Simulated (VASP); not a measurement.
# Pt (a cell with a defect) in VASP: relaxation of the atoms with LDA

Aim: the relaxation of the atoms of Pt (a cell with a defect) with LDA.

Program: VASP 6.6.1. These are calculated values, not measurements. Logs are shortened: lines on timing, memory, paths and dates and some standing lists are left out, and cuts for length are marked.

## (1) The cell of the first run

The cell holds a defect, 26 atoms: a = 8.260 Å, b = 8.260 Å, c = 8.260 Å, α = 60.00°, β = 60.00°, γ = 60.00°.

## (2) Relaxation of the atoms, LDA (atoms taken out)

File INCAR:

```
ALGO = Normal ; EDIFF = 1E-7
EDIFFG = -0.025 ; ENCUT = 520
IBRION = 2 ; ISIF = 2
ISMEAR = 0 ; LASPH = T
LCHARG = F ; LREAL = Auto
LUSENCCL = F ; LWAVE = F
NELM = 100 ; NSW = 65
PREC = Accurate ; SIGMA = 0.1
```

File KPOINTS:

```
k-points
0
Gamma
  4 4 4
```

File POSCAR:

```
Pt
1.0
   -5.8406277551      5.8406277551      0.0000000000
   -5.8406277551      0.0000000000      5.8406277551
    0.0000000000      5.8406277551      5.8406277551
Pt
26
Direct
    0.3333333333      0.0000000000      0.0000000000
    0.0000000000      0.3333333333      0.0000000000
    0.0000000000      0.0000000000      0.3333333333
    0.6666666667      0.0000000000      0.0000000000
    0.3333333333      0.3333333333      0.0000000000
    0.3333333333      0.0000000000      0.3333333333
    0.0000000000      0.6666666667      0.0000000000
    0.0000000000      0.3333333333      0.3333333333
    0.0000000000      0.0000000000      0.6666666667
    0.6666666667      0.3333333333      0.0000000000
    0.6666666667      0.0000000000      0.3333333333
    0.3333333333      0.6666666667      0.0000000000
    0.3333333333      0.3333333333      0.3333333333
    0.3333333333      0.0000000000      0.6666666667
    0.0000000000      0.6666666667      0.3333333333
    0.0000000000      0.3333333333      0.6666666667
    0.6666666667      0.6666666667      0.0000000000
    0.6666666667      0.3333333333      0.3333333333
    0.6666666667      0.0000000000      0.6666666667
    0.3333333333      0.6666666667      0.3333333333
    0.3333333333      0.3333333333      0.6666666667
    0.0000000000      0.6666666667      0.6666666667
    0.6666666667      0.6666666667      0.3333333333
    0.6666666667      0.3333333333      0.6666666667
    0.3333333333      0.6666666667      0.6666666667
    0.6666666667      0.6666666667      0.6666666667
```

Potentials or basis: VASP PAW LDA potentials, release 64 (Pt).

Launch:

```console
cat potpaw_LDA.64/Pt/POTCAR > POTCAR
mpirun -np 1 vasp_std > vasp.out
```

OUTCAR:

```text
EDIFF = 1E-7
   EDIFFG = -0.025
   ENCUT = 520
   IBRION = 2
   ISIF = 2
   ISMEAR = 0
   LASPH = T
   LREAL = Auto
   NELM = 100
   NSW = 65
   PREC = Accurate

 ion  position               nearest neighbor table
   1  0.333  0.000  0.000-   2 2.75   3 2.75   5 2.75   6 2.75  12 2.75  14 2.75  20 2.75  21 2.75
                            17 2.75  19 2.75   4 2.75
   2  0.000  0.333  0.000-   1 2.75   3 2.75   5 2.75   8 2.75  10 2.75  16 2.75  18 2.75  21 2.75
                            17 2.75  22 2.75   7 2.75
   3  0.000  0.000  0.333-   1 2.75   2 2.75   6 2.75   8 2.75  11 2.75  15 2.75  18 2.75  20 2.75
                            19 2.75  22 2.75   9 2.75
   4  0.667  0.000  0.000-   7 2.75   9 2.75  10 2.75  11 2.75  17 2.75  19 2.75  23 2.75  24 2.75
                             5 2.75   6 2.75   1 2.75
   5  0.333  0.333  0.000-   1 2.75   2 2.75   6 2.75   8 2.75  13 2.75  21 2.75   7 2.75   4 2.75
                            24 2.75  25 2.75  10 2.75  12 2.75
   6  0.333  0.000  0.333-   1 2.75   3 2.75   5 2.75   8 2.75  13 2.75  20 2.75   4 2.75   9 2.75
                            23 2.75  25 2.75  14 2.75  11 2.75
   7  0.000  0.667  0.000-   4 2.75   9 2.75  12 2.75  15 2.75  17 2.75  22 2.75  23 2.75  25 2.75
                             8 2.75   5 2.75   2 2.75
   8  0.000  0.333  0.333-   2 2.75   3 2.75   5 2.75   6 2.75  13 2.75  18 2.75   7 2.75   9 2.75
                            23 2.75  24 2.75  16 2.75  15 2.75
   9  0.000  0.000  0.667-   4 2.75   7 2.75  14 2.75  16 2.75  19 2.75  22 2.75  24 2.75  25 2.75
[... 21 lines left out ...]
  20  0.333  0.667  0.333-   1 2.75   3 2.75   6 2.75  12 2.75  15 2.75  17 2.75  22 2.75  18 2.75
                            21 2.75  13 2.75  23 2.75  25 2.75
  21  0.333  0.333  0.667-   1 2.75   2 2.75   5 2.75  14 2.75  16 2.75  19 2.75  22 2.75  13 2.75
                            20 2.75  18 2.75  24 2.75  25 2.75
  22  0.000  0.667  0.667-   7 2.75   9 2.75  17 2.75  19 2.75  25 2.75  26 2.75  20 2.75  21 2.75
                             2 2.75   3 2.75  15 2.75  16 2.75
  23  0.667  0.667  0.333-   4 2.75   7 2.75  11 2.75  15 2.75  17 2.75   8 2.75   6 2.75  18 2.75
                            20 2.75  24 2.75  25 2.75  26 2.75
  24  0.667  0.333  0.667-   4 2.75   9 2.75  10 2.75  16 2.75  19 2.75   5 2.75   8 2.75  18 2.75
                            21 2.75  23 2.75  25 2.75  26 2.75
  25  0.333  0.667  0.667-   7 2.75   9 2.75  12 2.75  14 2.75  22 2.75   6 2.75   5 2.75  21 2.75
                            20 2.75  23 2.75  24 2.75  26 2.75
  26  0.667  0.667  0.667-  17 2.75  19 2.75  22 2.75  14 2.75  15 2.75  16 2.75  10 2.75  11 2.75
                            12 2.75  23 2.75  24 2.75  25 2.75

  LATTYP: Found a face centered cubic cell.
 ALAT       =    11.6812555102

  Lattice vectors:

 A1 = (  -5.8406277551,   5.8406277551,   0.0000000000)
 A2 = (  -5.8406277551,   0.0000000000,   5.8406277551)
 A3 = (   0.0000000000,   5.8406277551,   5.8406277551)

Analysis of symmetry for initial positions (statically):
=====================================================================
 Subroutine PRICEL returns:
 Original cell was already a primitive cell.

 Routine SETGRP: Setting up the symmetry group for a
 face centered cubic supercell.

[... 172 lines left out ...]
  Thomas-Fermi vector in A             =   2.540888
   LORBIT       =      0    0 simple, 1 ext, 2 COOP (PROOUT), +10 PAW based schemes
   GGA     = CA    functional components
   LHFCALC =     F    Hartree Fock is set to
   AEXX    =    0.0000 exact exchange contribution
   IVDW    =     0    specifies the selected vdW correction
   LEPSILON=     F    determine dielectric tensor
   LRPA    =     F    only Hartree local field effects (RPA)
 conjugate gradient relaxation of ions
 non-spin polarized calculation
 Gauss-broadening in eV      SIGMA  =   0.10
  energy-cutoff  :      520.00
  volume of cell :      398.48
 maximum number of plane-waves:     10777
 NGX is ok and might be reduce to    64
   NGX = 31   NGY = 31   NGZ = 31

--------------------------------------- Ionic step        1  -------------------------------------------

 number of electron     260.0000005 magnetization

 Free energy of the ion-electron system (eV)
  ---------------------------------------------------
  ext. energy  EPLUGINS =         0.00000000
  ---------------------------------------------------
  free energy    TOTEN  =      -194.12606944 eV

  energy without entropy =     -193.91316465  energy(sigma->0) =     -194.01961705

------------------------ aborting loop because EDIFF is reached ----------------------------------------

  FORCE on cell =-STRESS in cart. coord.  units (eV):
  Direction    XX          YY          ZZ          XY          YZ          ZX
  --------------------------------------------------------------------------------------
  -------------------------------------------------------------------------------------
  Total       -7.8366020     -7.8366020     -7.8366020      0.0000000     -0.0000000      0.0000000
  in kB      -31.5086499    -31.5086499    -31.5086499      0.0000000     -0.0000000      0.0000000
  external PRESSURE =     -31.5086499 kB  Pullay stress =       0.0000000 kB
[... 227 lines left out ...]
--------------------------------------- Ionic step        5  -------------------------------------------

 number of electron     260.0000008 magnetization

 Free energy of the ion-electron system (eV)
  ---------------------------------------------------
  ext. energy  EPLUGINS =         0.00000000
  ---------------------------------------------------
  free energy    TOTEN  =      -194.45253498 eV

  energy without entropy =     -194.23603834  energy(sigma->0) =     -194.34428666

 E-fermi :  10.8820     XC(G=0): -13.5494

 val. band max:       10.8770640087   @ k =   0.5000   0.0000   0.0000
 cond. band min:      10.8821350535   @ k =   0.5000   0.0000   0.0000
 fundamental gap:      0.0050710448
 Fermi energy:        10.8819615387

 k-point     1 :       0.0000    0.0000    0.0000
  band No.  band energies     occupation
      1       0.6343      2.00000
      2       3.1922      2.00000
      3       3.1994      2.00000
      4       3.1994      2.00000
      5       3.1994      2.00000
      6       3.3910      2.00000
[... 1149 lines left out ...]
    141      13.0411      0.00000
    142      13.0411      0.00000
 [bands above 142 left out]

------------------------ aborting loop because EDIFF is reached ----------------------------------------

  FORCE on cell =-STRESS in cart. coord.  units (eV):
  Direction    XX          YY          ZZ          XY          YZ          ZX
  --------------------------------------------------------------------------------------
  -------------------------------------------------------------------------------------
  Total      -10.2548660    -10.2548660    -10.2548660     -0.0000000      0.0000000     -0.0000000
  in kB      -41.2317712    -41.2317712    -41.2317712     -0.0000000      0.0000000     -0.0000000
  external PRESSURE =     -41.2317712 kB  Pullay stress =       0.0000000 kB
[... 41 lines left out ...]
  FREE ENERGIE OF THE ION-ELECTRON SYSTEM (eV)
  ---------------------------------------------------
  free  energy   TOTEN  =      -194.4525349827 eV

  energy  without entropy=     -194.2360383442  energy(sigma->0) =     -194.34428666

 reached required accuracy - stopping structural energy minimisation
```

OSZICAR:

```text
N       E                     dE             d eps       ncg     rms          rms(c)
DAV:   1     0.177264875644E+04    0.17726E+04   -0.13292E+05  2504   0.162E+03
DAV:   2    -0.115090949407E+03   -0.18877E+04   -0.17974E+04  2692   0.363E+02
DAV:   3    -0.203431208159E+03   -0.88340E+02   -0.80261E+02  2756   0.698E+01
[... 56 lines left out ...]
DAV:   5    -0.194452548530E+03    0.16243E-04   -0.21399E-04  2576   0.398E-02    0.285E-02
DAV:   6    -0.194452543201E+03    0.53297E-05   -0.27550E-05  2564   0.237E-02    0.175E-02
DAV:   7    -0.194452535690E+03    0.75102E-05   -0.17888E-05  2592   0.119E-02    0.498E-03
DAV:   8    -0.194452534990E+03    0.70029E-06   -0.42928E-06  2660   0.413E-03    0.125E-03
DAV:   9    -0.194452534983E+03    0.74990E-08   -0.17760E-07  1660   0.112E-03
   5 F= -.19445253E+03 E0= -.19434429E+03  d E =-.272286E-02
```

Run time: 3.9 min. Hardware: 1 × NVIDIA H100 80GB with 1 thread of Intel Xeon Platinum 8481C at 2.70GHz (Sapphire Rapids), shared host; peak memory 1.6 GiB.

Results:

```yaml
Free_energy: -194.4525 eV
Energy_gained_by_relaxing: 12.6 meV/atom
Ionic_steps: 5
Pressure_after_relaxing: -4.1 GPa
Largest_force_after_relaxing: 0.012 eV/Å
Band_gap_on_the_k_mesh: zero (bands 130 and 131 overlap by 0.83 eV)
```

Forces on the atoms (eV/Å):
```
Pt   0.009 -0.009  0.000
Pt   0.009  0.000 -0.009
Pt   0.000 -0.009 -0.009
Pt  -0.009  0.009  0.000
Pt   0.004  0.004  0.004
Pt  -0.004 -0.004  0.004
Pt  -0.009  0.000  0.009
Pt  -0.004  0.004 -0.004
Pt   0.000  0.009  0.009
Pt   0.000  0.009 -0.009
Pt  -0.009  0.000 -0.009
Pt   0.000 -0.009  0.009
Pt   0.004 -0.004 -0.004
Pt   0.009  0.000  0.009
Pt  -0.009 -0.009  0.000
Pt   0.009  0.009  0.000
Pt  -0.004 -0.004 -0.004
Pt   0.000  0.000  0.001
Pt   0.004  0.004 -0.004
Pt   0.000  0.001  0.000
Pt  -0.001  0.000  0.000
Pt   0.004 -0.004  0.004
Pt   0.001  0.000  0.000
Pt   0.000 -0.001  0.000
Pt   0.000  0.000 -0.001
Pt  -0.004  0.004  0.004
```

The path:
```tsv
step	energy change (eV)	largest force (eV/Å)	pressure (GPa)
1	0.0000	0.9029	-3.15
2	-0.3052	0.2271	-3.99
3	-0.3238	0.1300	-4.10
4	-0.3237	0.1220	-4.10
5	-0.3265	0.0121	-4.12
```

Final structure:
```
Pt
1.0
    -5.84063    5.84063    0.00000
    -5.84063    0.00000    5.84063
     0.00000    5.84063    5.84063
Pt
26
Direct
  0.32629 0.00000 0.00000
  0.00000 0.32629 0.00000
  0.00000 0.00000 0.32629
  0.67371 0.00000 0.00000
  0.33330 0.33330 0.00009
  0.33330 0.00009 0.33330
  0.00000 0.67371 0.00000
  0.00009 0.33330 0.33330
  0.00000 0.00000 0.67371
  0.67371 0.32629 0.00000
  0.67371 0.00000 0.32629
  0.32629 0.67371 0.00000
  0.33330 0.33330 0.33330
  0.32629 0.00000 0.67371
  0.00000 0.67371 0.32629
  0.00000 0.32629 0.67371
  0.66670 0.66670 0.99991
  0.66779 0.33221 0.33221
  0.66670 0.99991 0.66670
  0.33221 0.66779 0.33221
  0.33221 0.33221 0.66779
  0.99991 0.66670 0.66670
  0.66779 0.66779 0.33221
  0.66779 0.33221 0.66779
  0.33221 0.66779 0.66779
  0.66670 0.66670 0.66670
```

Caveat: the cell differs from its parent crystal (atoms taken out); spin-orbit coupling is left out, which moves the levels of the heavy elements.
